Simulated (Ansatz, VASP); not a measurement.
## ZnSe: VASP beside Ansatz

Contents of INCAR:

```
PREC = Accurate
ENCUT = 520
EDIFF = 1E-6
ISMEAR = -1
SIGMA = 0.02
LREAL = False
LASPH = True
NELM = 100
ALGO = Normal
ISIF = 2
LWAVE = False
LCHARG = False
GGA = PE
IBRION = 2
NSW = 80
EDIFFG = -0.02
```

File KPOINTS:

```
regular mesh
0
Gamma
  13 13 13
```

The input POSCAR:

```
ZnSe
1.0
    0.0000000000      2.8893788162      2.8893788162
    2.8893788162      0.0000000000      2.8893788162
    2.8893788162      2.8893788162      0.0000000000
Zn Se
1 1
Direct
    0.0000000000      0.0000000000      0.0000000000
    0.2500000000      0.2500000000      0.2500000000
```

Input for Ansatz:

```yaml
crystal:
  lattice:
    - [0.0, 2.8893788162, 2.8893788162]
    - [2.8893788162, 0.0, 2.8893788162]
    - [2.8893788162, 2.8893788162, 0.0]
  atoms:
    - { symbol: Zn, position: [0.0, 0.0, 0.0] }
    - { symbol: Se, position: [0.25, 0.25, 0.25] }
kpoints:
  mp_grid: { grid: [13, 13, 13] }
scf:
  occupations: { method: fermi_dirac, width: 0.02 }
hamiltonian:
  xc: pbe
  pseudopotentials: { kind: paw }
output:
  forces: true
  stress: true
  populations: true
  efg: { quadrupole_moments_barn: { Zn: 0.122 }, contact_densities: true }
relax:
  f_tol: 0.02
  max_steps: 60
```

Change from the starting cell: volume scaled by 1.06, ions relaxed.

Alike in both runs: task relaxation of the atoms; functional PBE; k mesh 13 × 13 × 13; occupations fermi-dirac, width 0.02 eV; no spin polarisation.

```csv
,VASP,Ansatz
version,VASP 6.6.1,Ansatz 0.2.0
potentials or method,"VASP PAW PBE potentials, release 64 (Zn, Se)","plane-wave PAW, scalar-relativistic"
plane-wave cutoff (eV),520,420
valence electrons in the cell,18,28
```

```csv
,VASP,Ansatz,Ansatz less VASP
"gap on the k mesh at the Fermi level, each at its own relaxed structure (eV)",1.06,1.06,0.000
```

VASP's potentials hold 18 valence electrons a cell and Ansatz's 28, so a difference there can come from the potentials and not from the codes. Ansatz's warnings: stress scf threshold loose.

Noted on VASP's run: the relaxation stopped at its first step, so nothing moved.
